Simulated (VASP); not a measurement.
C, 18 atoms in the cell. The cell holds a slab with vacuum, 18 atoms: a = 7.398 Å, b = 7.398 Å, c = 13.000 Å, α = 90.00°, β = 90.00°, γ = 120.00°. 

* Program: VASP 6.6.1
* Task: single point
* Functional: PBE
* Potentials or basis: VASP PAW PBE potentials, release 64 (C)
* Cutoff: 520 eV
* k mesh: 2 × 2 × 1
* Occupations: fermi-dirac, width 0.05 eV
* Spin: no spin polarisation
* Dipole correction: no
* Further INCAR settings: LREAL = Auto; ALGO = Normal; EDIFF = 1e-06; NBANDS = 51

Potentials or basis: VASP PAW PBE potentials, release 64 (C).

Command:

```console
$ cat potpaw_PBE.64/C/POTCAR > POTCAR
$ mpirun -np 1 vasp_std > vasp.out
```

Hardware: 1 thread of Intel Xeon 8259CL, with other jobs on the host.

Task: Estimate the wall time of this run.

Result: Wall time 12 min on 1 thread of Intel Xeon 8259CL (shared host), peak memory 0.6 GiB. Counts: scf iterations 22, k points 4.
